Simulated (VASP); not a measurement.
Runs of VASP 6.6.1 on TiSiTe3. The structure is that of space group Pm-3m (No. 221), or close to it. The cells are those of the table. The cell was generated, and may not be a known phase.

```tsv
task	cell	k mesh	cutoff (eV)	gap on the mesh (eV)	pressure (GPa)	relaxed volume (Å³/atom)
single point	a = 5.322 Å, 5 atoms	4 × 4 × 4	520	none	-0.1	-
relaxation of cell and atoms	relaxed from a = 5.088 Å, 5 atoms	4 × 4 × 4	600	none	0.0	(a)
single point	a = 5.307 Å, 5 atoms	8 × 8 × 8	520	none	0.0	-
single point	a = 5.088 Å, 5 atoms	4 × 4 × 4	520	none	8.4	-
relaxation of cell and atoms	relaxed from a = 5.322 Å, 5 atoms	8 × 8 × 8	600	none	0.0	29.90
```

Alike in all rows: level PBE; potentials or basis VASP PAW PBE potentials, release 64 (Ti_sv, Si, Te); no spin polarisation; smearing gaussian 0.1 eV.

Problem. Fill in the values left out.

Solution. (a) 30.05.

Caveats: spin-orbit coupling is left out, which moves the levels of the heavy elements; the cell stands under pressure (at least some runs).

A k mesh can miss the band edges, and the runs leave out spin-orbit coupling on Te.

A gap of «none» marks levels without a gap at the run's occupations.
